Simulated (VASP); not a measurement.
# NiMoIrPdW (P3m1) in VASP: notebook

NiMoIrPdW is run at these levels: PBE+D3(BJ), PBE; tasks: single point, relaxation of cell and atoms.

All numbers are computed with VASP 6.6.1; they aren't measurements. Logs are shortened: lines on timing, memory, paths and dates and some standing lists are left out, and cuts for length are marked.

## (1) The cell of the first run

The structure is trigonal, space group P3m1 (No. 156). The conventional cell has a = 2.766 Å, b = 2.766 Å, c = 11.023 Å, α = 90.00°, β = 90.00°, γ = 120.00°. Within 3.4 Å of Ni (site symmetry 3m) lie 3 Mo at 2.60 Å and 3 Pd at 2.71 Å and 6 Ni at 2.77 Å. Within 3.4 Å of Mo (site symmetry 3m) lie 3 Ni at 2.60 Å and 6 Mo at 2.77 Å and 3 Ir at 2.82 Å. Pd (site symmetry 3m) has 3 Ni at 2.71 Å and 3 W at 2.74 Å and 6 Pd at 2.77 Å within 3.6 Å. Within 3.6 Å of Ir (site symmetry 3m) lie 3 W at 2.74 Å and 6 Ir at 2.77 Å and 3 Mo at 2.82 Å. Within 3.6 Å of W (site symmetry 3m) lie 3 Pd at 2.74 Å and 3 Ir at 2.74 Å and 6 W at 2.77 Å.

## (2) Single point, PBE+D3(BJ), collinear spin, ferromagnetic start

Contents of INCAR:

```
ALGO = Fast ; EDIFF = 1E-6
ENCUT = 520 ; GGA = PE
ISIF = 2 ; ISMEAR = -1
ISPIN = 2 ; IVDW = 12
LASPH = T ; LCHARG = F
LMAXMIX = 4 ; LORBIT = 11
LREAL = F ; LWAVE = F
MAGMOM = 1 1 0 0.6 0 ; NBANDS = 40
NELM = 150 ; PREC = Accurate
SIGMA = 0.05
```

Contents of KPOINTS:

```
k-points
0
Gamma
  8 8 2
```

Contents of POSCAR:

```
NiMoIrPdW
1.0
    2.7661600000      0.0000000000      0.0000000000
   -1.3830800000      2.3955700000      0.0000000000
    0.0000000000      0.0000000000     11.0229200000
Ni Mo Pd Ir W
1 1 1 1 1
Direct
    0.3333300000      0.6666700000      0.5971200000
    0.0000000000      0.0000000000      0.4107400000
    0.6666700000      0.3333300000      0.7952000000
    0.6666700000      0.3333300000      0.1996000000
    0.3333300000      0.6666700000      0.9973400000
```

Potentials or basis: VASP PAW PBE potentials, release 64 (Ni, Mo_sv, Pd, Ir, W_sv).

Command:

```
$ cat potpaw_PBE.64/Ni/POTCAR potpaw_PBE.64/Mo_sv/POTCAR potpaw_PBE.64/Pd/POTCAR potpaw_PBE.64/Ir/POTCAR potpaw_PBE.64/W_sv/POTCAR > POTCAR
$ mpirun -np 1 vasp_std > vasp.out
```

OUTCAR:

```text
EDIFF = 1E-6
   ENCUT = 520
   GGA = PE
   ISIF = 2
   ISMEAR = -1
   ISPIN = 2
   IVDW = 12
   LASPH = T
   LORBIT = 11
   LREAL = F
   NELM = 150
   PREC = Accurate
 IVDW          = 12

 ion  position               nearest neighbor table
   1  0.333  0.667  0.597-   2 2.60   2 2.60   2 2.60   3 2.71   3 2.71   3 2.71
   2  0.000  0.000  0.411-   1 2.60   1 2.60   1 2.60   4 2.82   4 2.82   4 2.82
   3  0.667  0.333  0.795-   1 2.71   1 2.71   1 2.71   5 2.74   5 2.74   5 2.74
   4  0.667  0.333  0.200-   5 2.74   5 2.74   5 2.74   2 2.82   2 2.82   2 2.82
   5  0.333  0.667  0.997-   3 2.74   3 2.74   3 2.74   4 2.74   4 2.74   4 2.74

  LATTYP: Found a hexagonal cell.
 ALAT       =     2.7661600000
 C/A-ratio  =     3.9849177199

  Lattice vectors:

 A1 = (   2.7661600000,   0.0000000000,   0.0000000000)
 A2 = (  -1.3830800000,   2.3955700000,   0.0000000000)
 A3 = (   0.0000000000,   0.0000000000,  11.0229200000)

Analysis of symmetry for initial positions (statically):
=====================================================================
 Subroutine PRICEL returns:
 Original cell was already a primitive cell.

 Routine SETGRP: Setting up the symmetry group for a
 hexagonal supercell.

 Subroutine GETGRP returns: Found  2 space group operations
 (whereof  2 operations were pure point group operations)
 out of a pool of 24 trial point group operations.

The static configuration has the point symmetry C_1h.

Analysis of symmetry for dynamics (positions and initial velocities):
=====================================================================
 Subroutine PRICEL returns:
 Original cell was already a primitive cell.

 Routine SETGRP: Setting up the symmetry group for a
 hexagonal supercell.

 Subroutine GETGRP returns: Found  2 space group operations
 (whereof  2 operations were pure point group operations)
 out of a pool of 24 trial point group operations.

The dynamic configuration has the point symmetry C_1h.

Analysis of structural, dynamic, and magnetic symmetry:
=====================================================================
 Subroutine PRICEL returns:
 Original cell was already a primitive cell.

 Routine SETGRP: Setting up the symmetry group for a
 hexagonal supercell.

 Subroutine GETGRP returns: Found  2 space group operations
 (whereof  2 operations were pure point group operations)
 out of a pool of 24 trial point group operations.

The overall configuration has the point symmetry C_1h.

 Subroutine INISYM returns: Found  2 space group operations
 (whereof  2 operations are pure point group operations),
 and found     1 'primitive' translations

----------------------------------------------------------------------------------------

                                     Primitive cell

  volume of cell :      73.0437

  direct lattice vectors                    reciprocal lattice vectors
     2.766160000  0.000000000  0.000000000     0.361511988  0.208718593  0.000000000
    -1.383080000  2.395570000  0.000000000     0.000000000  0.417437186  0.000000000
     0.000000000  0.000000000 11.022920000     0.000000000  0.000000000  0.090720063

  length of vectors
     2.766160000  2.766164477 11.022920000     0.417437862  0.417437186  0.090720063

  position of ions in fractional coordinates (direct lattice)
     0.333330000  0.666670000  0.597120000
     0.000000000  0.000000000  0.410740000
     0.666670000  0.333330000  0.795200000
     0.666670000  0.333330000  0.199600000
     0.333330000  0.666670000  0.997340000

  ion indices of the primitive-cell ions
   primitive index   ion index
                 1           1
                 2           2
                 3           3
                 4           4
                 5           5

----------------------------------------------------------------------------------------

 KPOINTS: k-points

Automatic generation of k-mesh.
 Grid dimensions read from file:
 generate k-points for:    8    8    2

 Generating k-lattice:

[... 55 lines left out ...]
      2     -50.5529      1.00000
      3     -28.0047      1.00000
      4     -27.3965      1.00000
      5     -27.2573      1.00000
      6     -24.7239      1.00000
[... 935 lines left out ...]
     39      18.8404      0.00000
     40      23.1107      0.00000

 k-point    24 :      -0.1250    0.1250    0.5000
  band No.  band energies     occupation
      1     -63.6300      1.00000
      2     -50.5529      1.00000
      3     -28.0047      1.00000
      4     -27.3965      1.00000
      5     -27.2573      1.00000
      6     -24.7239      1.00000
[... 32 lines left out ...]
     39      18.8404      0.00000
     40      23.1104      0.00000

 [... further k-points ...]

 spin component 2

 k-point     1 :       0.0000    0.0000    0.0000
  band No.  band energies     occupation
      1     -63.6452      1.00000
      2     -50.5805      1.00000
      3     -28.0303      1.00000
      4     -27.2164      1.00000
      5     -27.2163      1.00000
      6     -24.7518      1.00000
[... 32 lines left out ...]
     39      19.8325      0.00000
     40      21.2099      0.00000

 k-point     2 :       0.1250   -0.0000    0.0000
  band No.  band energies     occupation
      1     -63.6301      1.00000
      2     -50.5527      1.00000
      3     -28.0048      1.00000
      4     -27.3966      1.00000
      5     -27.2574      1.00000
      6     -24.7237      1.00000
[... 935 lines left out ...]
     39      18.8404      0.00000
     40      23.1105      0.00000

 k-point    24 :      -0.1250    0.1250    0.5000
  band No.  band energies     occupation
      1     -63.6301      1.00000
      2     -50.5527      1.00000
      3     -28.0048      1.00000
      4     -27.3966      1.00000
      5     -27.2574      1.00000
      6     -24.7237      1.00000
[... 32 lines left out ...]
     39      18.8404      0.00000
     40      23.1104      0.00000

 [... further k-points ...]

------------------------ aborting loop because EDIFF is reached ----------------------------------------

 Edisp (eV)   -3.20793

 E8    (eV) :    -1.5002

  FORCE on cell =-STRESS in cart. coord.  units (eV):
  Direction    XX          YY          ZZ          XY          YZ          ZX
  --------------------------------------------------------------------------------------
  -------------------------------------------------------------------------------------
  Total      -2.95313    -2.95312    -2.76720     0.00002    -0.00000     0.00000
  in kB     -64.77553   -64.77518   -60.69720     0.00054    -0.00001     0.00000
  external pressure =      -63.42 kB  Pullay stress =        0.00 kB

 VOLUME and BASIS-vectors are now :
 -----------------------------------------------------------------------------
  energy-cutoff  :      520.00
  volume of cell :       73.04
      direct lattice vectors                 reciprocal lattice vectors
     2.766160000  0.000000000  0.000000000     0.361511988  0.208718593  0.000000000
    -1.383080000  2.395570000  0.000000000     0.000000000  0.417437186  0.000000000
     0.000000000  0.000000000 11.022920000     0.000000000  0.000000000  0.090720063

 POSITION                                       TOTAL-FORCE (eV/Angst)
 -----------------------------------------------------------------------------------
     -0.00001      1.59705      6.58201         0.000036     -0.000021     -0.051752
      0.00000      0.00000      4.52755        -0.000002      0.000001     -0.067193
      1.38309      0.79852      8.76543        -0.000073      0.000042      0.031995
      1.38309      0.79852      2.20017        -0.000091      0.000053      0.084041
     -0.00001      1.59705     10.99360         0.000131     -0.000075      0.002908
 -----------------------------------------------------------------------------------
    total drift:                               -0.000000     -0.000001     -0.002115

  FREE ENERGIE OF THE ION-ELECTRON SYSTEM (eV)
  ---------------------------------------------------
  free  energy   TOTEN  =       -46.6064617639 eV

  energy  without entropy=      -46.5586688426  energy(sigma->0) =      -46.58256530

 total charge

# of ion       s       p       d       tot
------------------------------------------
    1        0.463   0.395   8.311   9.169
    2        2.377   6.185   3.894  12.456
    3        0.536   0.562   8.480   9.578
    4        0.691   0.726   6.966   8.383
    5        2.411   6.311   3.349  12.071
--------------------------------------------------
tot          6.478  14.180  31.000  51.658

 magnetization (x)

# of ion       s       p       d       tot
------------------------------------------
    1       -0.000   0.000  -0.000  -0.000
    2        0.000   0.000   0.000   0.000
    3       -0.000  -0.000  -0.000  -0.000
    4        0.000   0.000   0.000   0.000
    5       -0.000  -0.000  -0.000  -0.000
--------------------------------------------------
tot         -0.000   0.000  -0.000  -0.000
```

Wall time 19 min (1 thread of Oxide Virtual Turin-like, shared host); peak memory 0.38 GiB.

What came out:

| Property | Result |
| --- | --- |
| Free energy | -46.6065 eV |
| Pressure | -6.3 GPa |
| Largest force | 0.084 eV/Å |
| Net moment | 0.00 μB per cell |
| Valence electrons inside the program's atomic spheres | Ni 9.17; Mo 12.46; Pd 9.58; Ir 8.38; W 12.07 |
| Dispersion energy per atom | -0.642 eV |

Forces in eV/Å, atoms in the order of the input:
```
Ni   0.000  0.000 -0.052
Mo   0.000  0.000 -0.067
Pd   0.000  0.000  0.032
Ir   0.000  0.000  0.084
W    0.000  0.000  0.003
```

Stress tensor (GPa, compression positive):
```
-6.48  0.00  0.00
 0.00 -6.48  0.00
 0.00  0.00 -6.07
```

Caveat: three body term missing; the cell stands under tension; the moments typed at the start vanished in this run; spin-orbit coupling is left out, which moves the levels of the heavy elements.

## (3) Single point, PBE, collinear spin, ferromagnetic start

Contents of INCAR:

```
SYSTEM = NiMoIrPdW
ALGO = Normal
EDIFF = 1E-6
ENCUT = 520
GGA = PE
ISIF = 2
ISMEAR = -1
ISPIN = 2
LASPH = .TRUE.
LCHARG = .TRUE.
LELF = .TRUE.
LMAXMIX = 4
LORBIT = 11
LREAL = .FALSE.
LVHAR = .TRUE.
LWAVE = .FALSE.
MAGMOM = 1 1 0 0.6 0
NBANDS = 40
NELM = 150
PREC = Accurate
SIGMA = 0.05
```

Contents of KPOINTS:

```
k-points
0
G
  11 11 3
  0 0 0
```

POSCAR is that of step 2.

Potentials or basis: VASP PAW PBE potentials, release 64 (Ni, Mo_sv, Pd, Ir, W_sv).

Command:

```
$ cat potpaw_PBE.64/Ni/POTCAR potpaw_PBE.64/Mo_sv/POTCAR potpaw_PBE.64/Pd/POTCAR potpaw_PBE.64/Ir/POTCAR potpaw_PBE.64/W_sv/POTCAR > POTCAR
$ mpirun -np 1 vasp_std > vasp.out
```

Run time: 13 min. Hardware: 1 thread of Oxide Virtual Turin-like, shared host; peak memory 0.61 GiB.

The run converged. Its results:

```
Free energy                                           : -43.3986 eV
Pressure                                              : 0.4 GPa
Largest force                                         : 0.144 eV/Å
Net moment                                            : 0.00 μB per cell
Valence electrons inside the program's atomic spheres : Ni 9.17; Mo 12.46; Pd 9.58; Ir 8.39; W 12.07
```

Forces in eV/Å, atoms in the order of the input:
```
Ni   0.000  0.000 -0.026
Mo   0.000  0.000 -0.065
Pd   0.000  0.000 -0.093
Ir   0.000  0.000  0.040
W    0.000  0.000  0.144
```

Stress tensor (GPa, compression positive):
```
 0.93  0.00  0.00
 0.00  0.93  0.00
 0.00  0.00 -0.55
```

Levels at points of the mesh, in eV from the Fermi level:
Spin up:
```
           k point  band 25  band 26  band 27  band 28  band 29  band 30  band 31  band 32
(0.00, 0.00, 0.00)    -1.47    -1.47    -1.06    -1.06    -0.92    -0.33    -0.33    -0.20
```
Spin down:
| k point | band 24 | band 25 | band 26 | band 27 | band 28 | band 29 | band 30 | band 31 | band 32 | band 33 |
| --- | --- | --- | --- | --- | --- | --- | --- | --- | --- | --- |
| (0.00, 0.00, 0.00) | -1.72 | -1.47 | -1.47 | -1.06 | -1.06 | -0.92 | -0.33 | -0.33 | -0.20 | 0.37 |

Caveat: the moments typed at the start vanished in this run; spin-orbit coupling is left out, which moves the levels of the heavy elements.

## (4) Relaxation of cell and atoms, PBE, collinear spin, ferromagnetic start, target pressure 10 GPa, at which the enthalpy is minimised

Contents of INCAR:

```
SYSTEM = NiMoIrPdW
ALGO     = Normal         ! electronic algorithm
EDIFF    = 1E-6           ! SCF threshold, eV
EDIFFG   = -0.01          ! ionic threshold
ENCUT    = 600            ! plane-wave cutoff, eV
GGA      = PE             ! functional
IBRION   = 2              ! ionic algorithm
ISIF     = 3              ! what is computed and relaxed
ISMEAR   = -1             ! smearing method
ISPIN    = 2              ! spin polarisation
LASPH    = .True.         ! aspherical terms in the spheres
LCHARG   = .False.        ! write CHGCAR
LMAXMIX  = 4              ! l up to which the mixer works
LORBIT   = 11             ! projections on sites
LREAL    = .False.        ! projectors in reciprocal space
LWAVE    = .False.        ! write WAVECAR
MAGMOM   = 1 1 0 0.6 0    ! initial moments
NELM     = 150            ! most SCF steps
NSW      = 60             ! ionic steps
PREC     = Accurate       ! precision mode
PSTRESS  = 100.0        
SIGMA    = 0.05           ! smearing width, eV
```

Contents of KPOINTS:

```
k-points
0
Gamma
  8 8 2
  0 0 0
```

POSCAR is that of step 3.

Command:

```
$ cat potpaw_PBE.64/Ni/POTCAR potpaw_PBE.64/Mo_sv/POTCAR potpaw_PBE.64/Pd/POTCAR potpaw_PBE.64/Ir/POTCAR potpaw_PBE.64/W_sv/POTCAR > POTCAR
$ mpirun -np 1 vasp_std > vasp.out
```

Wall time 1.8 h (1 thread of Oxide Virtual Turin-like, shared host); peak memory 0.42 GiB.

The run converged. Its results:

```yaml
Free_energy: -43.3197 eV
Relaxed_volume: 14.10 Å³/atom
Relaxed_cell: a = 2.734 Å, b = 2.734 Å, c = 10.897 Å, α = 90.00°, β = 90.00°, γ = 120.00°
Space_group_after_relaxing_to_0.1_Å: P3m1 (No. 156)
Energy_change_on_relaxing_the_run_minimises_the_enthalpy: +15.8 meV/atom
Ionic_steps: 18
Pressure_after_relaxing: 9.9 GPa
Largest_force_after_relaxing: 0.008 eV/Å
Net_moment: 0.00 μB per cell
Valence_electrons_inside_the_program's_atomic_spheres: Ni 9.24; Mo 12.54; Pd 9.66; Ir 8.48; W 12.14
```

Forces on the atoms (eV/Å):
```
Ni   0.000  0.000  0.002
Mo   0.000  0.000 -0.008
Pd   0.000  0.000  0.005
Ir   0.000  0.000  0.003
W    0.000  0.000 -0.002
```

Step by step:
| step | energy change (eV) | largest force (eV/Å) | pressure (GPa) | volume (Å³) |
| --- | --- | --- | --- | --- |
| 1 | 0.0000 | 0.0867 | 0.47 | 73.04 |
| 2 | 1.1227 | 0.8222 | 45.45 | 64.24 |
| 3 | 0.0722 | 0.2154 | 9.65 | 70.71 |
| 4 | 0.0769 | 0.2209 | 9.95 | 70.63 |
| 5 | 0.0799 | 0.2248 | 10.13 | 70.58 |
| 6 | 0.0806 | 0.1285 | 10.19 | 70.51 |
| 7 | 0.0825 | 0.0746 | 10.21 | 70.48 |
| 8 | 0.0720 | 0.0359 | 9.45 | 70.63 |
| 9 | 0.0743 | 0.0432 | 9.57 | 70.60 |
| 10 | 0.0907 | 0.0277 | 10.61 | 70.34 |
| 11 | 0.0804 | 0.0321 | 10.08 | 70.49 |
| 12 | 0.0800 | 0.0330 | 10.06 | 70.50 |
| 13 | 0.0796 | 0.0339 | 10.05 | 70.51 |
| 14 | 0.0789 | 0.0080 | 9.90 | 70.52 |
| 15 | 0.0788 | 0.0045 | 9.88 | 70.52 |
| 16 | 0.0817 | 0.0126 | 9.94 | 70.47 |
| 17 | 0.0818 | 0.0130 | 10.09 | 70.47 |
| 18 | 0.0792 | 0.0083 | 9.94 | 70.51 |

Final structure:
```xyz
5
Lattice="2.7335 0.0000 0.0000 -1.3668 2.3673 0.0000 0.0000 0.0000 10.8966" Properties=species:S:1:pos:R:3 pbc="T T T"
Ni    0.0000    1.5782    6.5158
Mo    2.7335    0.0000    4.4856
Pd    1.3668    0.7891    8.6427
Ir    1.3668    0.7891    2.1886
W     0.0000    1.5782   10.8569
```

Levels at points of the mesh, in eV from the Fermi level:
Spin up:
| k point | band 24 | band 25 | band 26 | band 27 | band 28 | band 29 | band 30 | band 31 | band 32 | band 33 |
| --- | --- | --- | --- | --- | --- | --- | --- | --- | --- | --- |
| (0.00, 0.00, 0.00) | -1.79 | -1.56 | -1.56 | -1.07 | -1.07 | -0.97 | -0.35 | -0.35 | -0.17 | 0.36 |
| (0.50, 0.00, 0.00) | -0.54 | -0.41 | -0.41 | -0.21 | 0.69 | 1.06 | 1.35 | 1.68 | 2.40 | 2.83 |
| (0.50, 0.50, 0.00) | -0.54 | -0.41 | -0.41 | -0.21 | 0.69 | 1.06 | 1.35 | 1.68 | 2.40 | 2.83 |
| (0.00, 0.00, 0.50) | -1.74 | -1.56 | -1.47 | -1.47 | -1.32 | -1.32 | -0.23 | -0.23 | 0.33 | 0.33 |
| (0.50, 0.00, 0.50) | -0.92 | -0.53 | -0.41 | -0.31 | 0.66 | 1.06 | 1.55 | 2.28 | 2.48 | 2.67 |
| (0.50, 0.50, 0.50) | -0.92 | -0.53 | -0.41 | -0.31 | 0.66 | 1.06 | 1.55 | 2.28 | 2.48 | 2.67 |
Spin down:
```tsv
k point	band 24	band 25	band 26	band 27	band 28	band 29	band 30	band 31	band 32	band 33
(0.00, 0.00, 0.00)	-1.79	-1.56	-1.56	-1.07	-1.07	-0.97	-0.35	-0.35	-0.17	0.36
(0.50, 0.00, 0.00)	-0.54	-0.41	-0.41	-0.21	0.69	1.06	1.35	1.68	2.40	2.83
(0.50, 0.50, 0.00)	-0.54	-0.41	-0.41	-0.21	0.69	1.06	1.35	1.68	2.40	2.83
(0.00, 0.00, 0.50)	-1.74	-1.56	-1.47	-1.47	-1.32	-1.32	-0.23	-0.23	0.33	0.33
(0.50, 0.00, 0.50)	-0.92	-0.53	-0.41	-0.31	0.66	1.06	1.55	2.28	2.48	2.67
(0.50, 0.50, 0.50)	-0.92	-0.53	-0.41	-0.31	0.66	1.06	1.55	2.28	2.48	2.67
```

Caveat: the cell is relaxed towards a set pressure, so the run minimises the enthalpy, not the energy; the moments typed at the start vanished in this run; spin-orbit coupling is left out, which moves the levels of the heavy elements.

## (5) Overview

| task | level | cell | k mesh | cutoff (eV) | gap on the mesh (eV) | pressure (GPa) | moment (μB) | largest force (eV/Å) |
| --- | --- | --- | --- | --- | --- | --- | --- | --- |
| single point | PBE+D3(BJ) | as given | 8 × 8 × 2 | 520 | none | -6.3 | 0.00 | 0.08 |
| single point | PBE | as given | 11 × 11 × 3 | 520 | none | 0.4 | 0.00 | 0.14 |
| relaxation of cell and atoms | PBE | relaxed to 10 GPa | 8 × 8 × 2 | 600 | none | 9.9 | 0.00 | 0.01 |

Alike in all rows: potentials or basis VASP PAW PBE potentials, release 64 (Ni, Mo_sv, Pd, Ir, W_sv); spin collinear, ferromagnetic start; smearing fermi-dirac 0.05 eV.

Caveats: the moments typed at the start vanished in this run; spin-orbit coupling is left out, which moves the levels of the heavy elements; three body term missing (at least some runs); the cell stands under tension (at least some runs); the cell is relaxed towards a set pressure, so the run minimises the enthalpy, not the energy (at least some runs).

Total energies depend on the potentials used, so only differences within one code and one set of settings carry meaning.
